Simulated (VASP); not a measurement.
Write the native input for VASP 6.6.1 that does the following.

```yaml
Task: single point
Functional: PBE
Potentials_or_basis: VASP PAW PBE potentials, release 64 (Be)
Cutoff: 520 eV
k_mesh: 9 × 9 × 4
Occupations: gaussian, width 0.1 eV
Spin: no spin polarisation
Dipole_correction: no
Further_INCAR_settings: ALGO = Fast; EDIFF = 1e-06; NBANDS = 12
```

The structure of Be lies in POSCAR:

```
Be
1.0
    2.8275484864      0.0000000000      0.0000000000
   -1.4137742432      2.4487288197      0.0000000000
    0.0000000000      0.0000000000      4.6654550026
Be
4
Direct
    0.3333333333      0.6666666667      0.4375000000
    0.6666666667      0.3333333333      0.9375000000
    0.6666666667      0.3333333333      0.5625000000
    0.3333333333      0.6666666667      0.0625000000
```

These files were run (other wordings do the same):

INCAR

```
SYSTEM = Be
ALGO = Fast
EDIFF = 1E-6
ENCUT = 520
GGA = PE
ISIF = 2
ISMEAR = 0
LASPH = .True.
LCHARG = .False.
LREAL = .False.
LWAVE = .False.
NBANDS = 12
NELM = 80
PREC = Accurate
SIGMA = 0.1
```

KPOINTS

```
k-points
0
Gamma
  9 9 4
  0 0 0
```

Potentials or basis: VASP PAW PBE potentials, release 64 (Be).

Run with:

```console
$ cat potpaw_PBE.64/Be/POTCAR > POTCAR
$ mpirun -np 1 vasp_std > vasp.out
```

It gave:

```json
{
  "Pressure": "65.9 GPa",
  "Largest force": "0.421 eV/Å",
  "Band gap on the k mesh": "zero (band 4 reaches 10.42 eV, above the bottom of band 5 at 4.02 eV)"
}
```

Run time: 20 s on 1 thread of Intel(R) Xeon(R) Platinum 8259CL CPU @ 2.50GHz (Skylake/Cascade Lake) (shared host), peak memory 0.14 GiB.
